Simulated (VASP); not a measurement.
Input of a VASP 6.6.1 run:

File INCAR:

```
SYSTEM = BiTe
ALGO = Normal ; EDIFF = 1E-6
ENCUT = 520 ; ISIF = 2
ISMEAR = -1 ; LASPH = .TRUE.
LCHARG = .FALSE. ; LREAL = .FALSE.
LWAVE = .FALSE. ; NBANDS = 18
NELM = 80 ; PREC = Accurate
SIGMA = 0.08
```

The input KPOINTS:

```
k-points
0
G
  10 10 10
  0 0 0
```

The input POSCAR:

```
BiTe
1.0
    0.0000000000      3.1689610617      3.1689610617
    3.1689610617      0.0000000000      3.1689610617
    3.1689610617      3.1689610617      0.0000000000
Bi Te
1 1
Direct
    0.0000000000      0.0000000000      0.0000000000
    0.5000000000      0.5000000000      0.5000000000
```

Potentials or basis: VASP PAW LDA potentials, release 64 (Bi_d, Te).

Command:

```console
$ cat potpaw_LDA.64/Bi_d/POTCAR potpaw_LDA.64/Te/POTCAR > POTCAR
$ mpirun -np 1 vasp_std > vasp.out
```

Predict the pressure.

0.4 GPa.
